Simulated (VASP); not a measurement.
# SrHgN (P-6m2) in VASP: single point with PBE

Aim: the single point of SrHgN with PBE.

Everything below comes from runs of VASP 6.6.1. Logs are shortened: lines on timing, memory, paths and dates and some standing lists are left out, and cuts for length are marked.

### Step 1. The cell of the first run

It takes space group P-6m2 (No. 187, hexagonal). Conventional cell: a = 4.196 Å, b = 4.196 Å, c = 4.192 Å, α = 90.00°, β = 90.00°, γ = 120.00°. Sr (site symmetry -6m2) has 6 N at 3.20 Å and 6 Hg at 3.20 Å and 8 Sr at 4.19 to 4.20 Å within 4.2 Å. Hg (site symmetry -6m2) has 3 N at 2.42 Å and 6 Sr at 3.20 Å within 3.3 Å. Within 3.3 Å of N (site symmetry -6m2) lie 3 Hg at 2.42 Å and 6 Sr at 3.20 Å.

The cell was built from a structure type or drawn by symmetry, and may not be a known phase.

### Step 2. Single point, PBE

File INCAR:

```
ALGO = Normal
EDIFF = 1E-6
ENCUT = 520
GGA = PE
ISIF = 2
ISMEAR = 0
LASPH = True
LCHARG = False
LREAL = False
LWAVE = False
NBANDS = 20
NELM = 80
PREC = Accurate
SIGMA = 0.1
```

File KPOINTS:

```
k-points
0
Gamma
  6 6 4
```

File POSCAR:

```
SrHgN
1.0
    4.1964332200      0.0000000000      0.0000000000
   -2.0982166100      3.6342177700      0.0000000000
    0.0000000000      0.0000000000      4.1920265900
Sr Hg N
1 1 1
Direct
    0.6666666700      0.3333333300      0.5000000000
    0.0000000000      0.0000000000      0.0000000000
    0.3333333300      0.6666666700      0.0000000000
```

Potentials or basis: VASP PAW PBE potentials, release 64 (Sr_sv, Hg, N).

Started as:

```bash
cat potpaw_PBE.64/Sr_sv/POTCAR potpaw_PBE.64/Hg/POTCAR potpaw_PBE.64/N/POTCAR > POTCAR
mpirun -np 1 vasp_std > vasp.out
```

OUTCAR:

```text
EDIFF = 1E-6
   ENCUT = 520
   GGA = PE
   ISIF = 2
   ISMEAR = 0
   LASPH = True
   LREAL = False
   NELM = 80
   PREC = Accurate

 ion  position               nearest neighbor table
   1  0.667  0.333  0.500-   3 3.20   3 3.20   2 3.20   2 3.20   3 3.20   3 3.20   2 3.20   2 3.20
                             2 3.20   2 3.20   3 3.20   3 3.20
   2  0.000  0.000  0.000-   3 2.42   3 2.42   3 2.42   1 3.20   1 3.20   1 3.20   1 3.20   1 3.20
                             1 3.20
   3  0.333  0.667  0.000-   2 2.42   2 2.42   2 2.42   1 3.20   1 3.20   1 3.20   1 3.20   1 3.20
                             1 3.20

  LATTYP: Found a hexagonal cell.
 ALAT       =     4.1964332200
 C/A-ratio  =     0.9989499106

  Lattice vectors:

 A1 = (   4.1964332200,   0.0000000000,   0.0000000000)
 A2 = (  -2.0982166100,   3.6342177700,   0.0000000000)
 A3 = (   0.0000000000,   0.0000000000,   4.1920265900)

Analysis of symmetry for initial positions (statically):
=====================================================================
 Subroutine PRICEL returns:
 Original cell was already a primitive cell.

 Routine SETGRP: Setting up the symmetry group for a
 hexagonal supercell.

 Subroutine GETGRP returns: Found 12 space group operations
 (whereof 12 operations were pure point group operations)
 out of a pool of 24 trial point group operations.

The static configuration has the point symmetry D_3h.

Analysis of symmetry for dynamics (positions and initial velocities):
=====================================================================
 Subroutine PRICEL returns:
 Original cell was already a primitive cell.

 Routine SETGRP: Setting up the symmetry group for a
 hexagonal supercell.

 Subroutine GETGRP returns: Found 12 space group operations
 (whereof 12 operations were pure point group operations)
 out of a pool of 24 trial point group operations.

The dynamic configuration has the point symmetry D_3h.

 Subroutine INISYM returns: Found 12 space group operations
 (whereof 12 operations are pure point group operations),
 and found     1 'primitive' translations

----------------------------------------------------------------------------------------

                                     Primitive cell

  volume of cell :      63.9316

  direct lattice vectors                    reciprocal lattice vectors
     4.196433220  0.000000000  0.000000000     0.238297608  0.137581188  0.000000000
    -2.098216610  3.634217770  0.000000000     0.000000000  0.275162377  0.000000000
     0.000000000  0.000000000  4.192026590     0.000000000  0.000000000  0.238548105

  length of vectors
     4.196433220  4.196433217  4.192026590     0.275162377  0.275162377  0.238548105

  position of ions in fractional coordinates (direct lattice)
     0.666666670  0.333333330  0.500000000
     0.000000000  0.000000000  0.000000000
     0.333333330  0.666666670  0.000000000

  ion indices of the primitive-cell ions
   primitive index   ion index
                 1           1
                 2           2
                 3           3

----------------------------------------------------------------------------------------

 KPOINTS: k-points

Automatic generation of k-mesh.
 Grid dimensions read from file:
 generate k-points for:    6    6    4

 Generating k-lattice:

  Cartesian coordinates                     Fractional coordinates (reciprocal lattice)
     0.039716268  0.022930198  0.000000000     0.166666667  0.000000000  0.000000000
     0.000000000  0.045860396  0.000000000     0.000000000  0.166666667  0.000000000
     0.000000000  0.000000000  0.059637026     0.000000000  0.000000000  0.250000000

  Length of vectors
     0.045860396  0.045860396  0.059637026

  Shift w.r.t. Gamma in fractional coordinates (k-lattice)
     0.000000000  0.000000000  0.000000000

 Subroutine IBZKPT returns following result:
 ===========================================

 Found     21 irreducible k-points:

 Following reciprocal coordinates:
            Coordinates               Weight
  0.000000  0.000000  0.000000      1.000000
  0.166667 -0.000000  0.000000      6.000000
  0.333333 -0.000000  0.000000      6.000000
  0.500000 -0.000000  0.000000      3.000000
  0.166667  0.166667  0.000000      6.000000
  0.333333  0.166667  0.000000     12.000000
[... 13 lines left out ...]
  0.333333  0.166667  0.500000     12.000000
  0.333333  0.333333  0.500000      2.000000
   k-points           NKPTS =     21   k-points in BZ     NKDIM =     21   number of bands    NBANDS=     20
   number of dos      NEDOS =    301   number of ions     NIONS =      3
   total plane-waves  NPLWV =  32768
   dimension x,y,z NGX =    32 NGY =   32 NGZ =   32
   dimension x,y,z NGXF=    64 NGYF=   64 NGZF=   64
   ions per type =               1   1   1
   NGX,Y,Z   is equivalent  to a cutoff of  12.68, 12.68, 12.69 a.u.
   NGXF,Y,Z  is equivalent  to a cutoff of  25.35, 25.35, 25.38 a.u.
 SYSTEM =  unknown system
   PREC   = accura    normal or accurate (medium, high low for compatibility)
   ISTART =      0    job   : 0-new  1-cont  2-samecut
   ICHARG =      2    charge: 1-file 2-atom 10-const
   ISPIN  =      1    spin polarized calculation?
   LNONCOLLINEAR =      F non collinear calculations
   LSORBIT =      F    spin-orbit coupling
   LASPH  =      T    aspherical Exc in radial PAW
   ENCUT  =  520.0 eV  38.22 Ry    6.18 a.u.   7.80  7.80  7.79*2*pi/ulx,y,z
   NELM   =     80;   NELMIN=  2; NELMDL= -5     # of ELM steps
   EDIFF  = 0.1E-05   stopping-criterion for ELM
   LREAL  =      F    real-space projection
   EDIFFG = 0.1E-04   stopping-criterion for IOM
   NSW    =      0    number of steps for IOM
   IBRION =     -1    ionic relax: 0-MD 1-quasi-New 2-CG
   NFREE  =      0    steps in history (QN), initial steepest desc. (CG)
   ISIF   =      2    stress and relaxation
   ISYM   =      2    0-nonsym 1-usesym 2-fastsym
   POTIM  = 0.5000    time-step for ionic-motion
   TEBEG  =    0.0;   TEEND  =   0.0 temperature during run
   PSTRESS=    0.0 pullay stress
   NELECT =      27.0000    total number of electrons
   NUPDOWN=      -1.0000    fix difference up-down
   EMIN   =  10.00;   EMAX   =-10.00  energy-range for DOS
   EFERMI =   0.00;   METHOD = LEGACY
   ISMEAR =     0;   SIGMA  =   0.10  broadening in eV -4-tet -1-fermi 0-gaus
   EFERMI_NEDOS =   21; number of points for ismear=-14 and -15
   IALGO  =     38    algorithm
   IMIX   =      4    mixing-type and parameters
     AMIX     =   0.40;   BMIX     =  1.00
     AMIX_MAG =   1.60;   BMIX_MAG =  1.00
  volume/ion in A,a.u.               =      21.31       143.81
  Fermi-wavevector in a.u.,A,eV,Ry     =   1.228262  2.321078 20.526121  1.508627
  Thomas-Fermi vector in A             =   2.363194
   LORBIT       =      0    0 simple, 1 ext, 2 COOP (PROOUT), +10 PAW based schemes
   GGA     = PE    functional components
   LHFCALC =     F    Hartree Fock is set to
   AEXX    =    0.0000 exact exchange contribution
   IVDW    =     0    specifies the selected vdW correction
   LEPSILON=     F    determine dielectric tensor
   LRPA    =     F    only Hartree local field effects (RPA)
 non-spin polarized calculation
 Gauss-broadening in eV      SIGMA  =   0.10
  energy-cutoff  :      520.00
  volume of cell :       63.93
 maximum number of plane-waves:      1746
 NGX is ok and might be reduce to    32
   NGX = 15   NGY = 15   NGZ = 15

 number of electron      27.0000000 magnetization

 Free energy of the ion-electron system (eV)
  ---------------------------------------------------
  ext. energy  EPLUGINS =         0.00000000
  ---------------------------------------------------
  free energy    TOTEN  =        -9.23413038 eV

  energy without entropy =       -9.22223716  energy(sigma->0) =       -9.22818377

 E-fermi :   3.4856     XC(G=0): -10.0064

 val. band max:        3.4796319382   @ k =   0.5000  -0.0000   0.0000
 cond. band min:       3.5247741314   @ k =   0.1667   0.1667   0.5000
 fundamental gap:      0.0451421932
 Fermi energy:         3.4855881725

 k-point     1 :       0.0000    0.0000    0.0000
  band No.  band energies     occupation
      1     -32.3256      2.00000
      2     -14.3402      2.00000
      3     -14.2763      2.00000
      4     -14.2763      2.00000
      5     -10.1958      2.00000
      6      -4.3138      2.00000
[... 12 lines left out ...]
     19       8.4590      0.00000
     20       9.2876      0.00000

 k-point     2 :       0.1667   -0.0000    0.0000
  band No.  band energies     occupation
      1     -32.3221      2.00000
      2     -14.3437      2.00000
      3     -14.3361      2.00000
      4     -14.2876      2.00000
      5     -10.0734      2.00000
      6      -4.3444      2.00000
[... 12 lines left out ...]
     19       8.4505      0.00000
     20       9.5418      0.00000

 k-point     3 :       0.3333   -0.0000    0.0000
  band No.  band energies     occupation
      1     -32.3152      2.00000
      2     -14.4699      2.00000
      3     -14.3276      2.00000
      4     -14.3100      2.00000
      5      -9.8423      2.00000
      6      -4.2683      2.00000
[... 12 lines left out ...]
     19       8.4342      0.00000
     20       9.3349      0.00000

 k-point     4 :       0.5000   -0.0000    0.0000
  band No.  band energies     occupation
      1     -32.3117      2.00000
      2     -14.5292      2.00000
      3     -14.3233      2.00000
      4     -14.3212      2.00000
      5      -9.7345      2.00000
      6      -4.1784      2.00000
[... 360 lines left out ...]
 k-point    20 :       0.3333    0.1667    0.5000
  band No.  band energies     occupation
      1     -32.3052      2.00000
      2     -14.4763      2.00000
      3     -14.4368      2.00000
      4     -14.3410      2.00000
      5      -9.7731      2.00000
      6      -4.1204      2.00000
[... 12 lines left out ...]
     19       9.3459      0.00000
     20       9.6088      0.00000

 k-point    21 :       0.3333    0.3333    0.5000
  band No.  band energies     occupation
      1     -32.3037      2.00000
      2     -14.4635      2.00000
      3     -14.4092      2.00000
      4     -14.4005      2.00000
      5      -9.7431      2.00000
      6      -4.0434      2.00000
[... 12 lines left out ...]
     19       9.5287      0.00000
     20       9.6297      0.00000

------------------------ aborting loop because EDIFF is reached ----------------------------------------

  FORCE on cell =-STRESS in cart. coord.  units (eV):
  Direction    XX          YY          ZZ          XY          YZ          ZX
  --------------------------------------------------------------------------------------
  -------------------------------------------------------------------------------------
  Total        0.2500419      0.2500419     -0.0115546      0.0000000     -0.0000000      0.0000000
  in kB        6.2662547      6.2662546     -0.2895678      0.0000000     -0.0000000      0.0000000
  external PRESSURE =       4.0809805 kB  Pullay stress =       0.0000000 kB

 VOLUME and BASIS-vectors are now :
 -----------------------------------------------------------------------------
  energy-cutoff  :      520.00
  volume of cell :       63.93
      direct lattice vectors                 reciprocal lattice vectors
     4.196433220  0.000000000  0.000000000     0.238297608  0.137581188  0.000000000
    -2.098216610  3.634217770  0.000000000     0.000000000  0.275162377  0.000000000
     0.000000000  0.000000000  4.192026590     0.000000000  0.000000000  0.238548105

 POSITION                                       TOTAL-FORCE (eV/Angst)
 -----------------------------------------------------------------------------------
      2.09822      1.21141      2.09601         0.000000     -0.000000      0.000000
      0.00000      0.00000      0.00000        -0.000000      0.000000      0.000000
     -0.00000      2.42281      0.00000        -0.000000     -0.000000      0.000000
 -----------------------------------------------------------------------------------
    total drift:                               -0.000001      0.000001     -0.000000

  FREE ENERGIE OF THE ION-ELECTRON SYSTEM (eV)
  ---------------------------------------------------
  free  energy   TOTEN  =        -9.2341303795 eV

  energy  without entropy=       -9.2222371556  energy(sigma->0) =       -9.22818377
```

It took 20 s on 1 thread of Intel Xeon Platinum 8488C (Sapphire Rapids), shared host; peak memory 0.19 GiB.

Results:

```yaml
Free_energy: -9.2341 eV
Pressure: 0.4 GPa
Band_gap_on_the_k_mesh: zero (an odd number of electrons rules out a gap without spin polarisation)
```

Caveat: the k points lie up to 0.37 Å⁻¹ apart, too coarse for converged energies and pressures of a metal; spin-orbit coupling is left out, which moves the levels of the heavy elements.
